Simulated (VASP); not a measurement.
The system is GaN.

```
CELL_PARAMETERS angstrom
0.00000 2.27421 2.27421
2.27421 0.00000 2.27421
2.27421 2.27421 0.00000
ATOMIC_POSITIONS crystal
Ga 0.00000 0.00000 0.00000
N 0.75000 0.75000 0.75000
```

| Item | Value |
| --- | --- |
| Program | VASP 6.6.1 |
| Task | relaxation of cell and atoms |
| Functional | PBEsol |
| Potentials or basis | VASP PAW PBE potentials, release 64 (Ga_d, N) |
| Cutoff | 600 eV |
| k mesh | 8 × 8 × 8 |
| Occupations | fermi-dirac, width 0.02 eV |
| Spin | no spin polarisation |

At the start: pressure -6.2 GPa; volume 11.76 Å³/atom.

Task: Where does the relaxation end?

Result: Over 3 steps the energy falls by 8.2 meV/atom and the volume is 11.35 Å³/atom (-3.5 %); space group F-43m (No. 216, to 0.05 Å).

Step by step:
```
step  energy change (eV)  largest force (eV/Å)  pressure (GPa)  volume (Å³)
   1              0.0000                0.0000           -6.21        23.52
   2             -0.0032                0.0000            6.27        22.01
   3             -0.0164                0.0000           -0.04        22.71
```

Final structure:
```yaml
crystal:
  lattice:
    - [0.00000, 2.24755, 2.24755]
    - [2.24755, 0.00000, 2.24755]
    - [2.24755, 2.24755, 0.00000]
  atoms:
    - { symbol: Ga, position: [0.00000, 0.00000, 0.00000] }
    - { symbol: N, position: [0.75000, 0.75000, 0.75000] }
```

Caveat: the PAW data sets were made with another functional, which shifts forces and pressure a little.
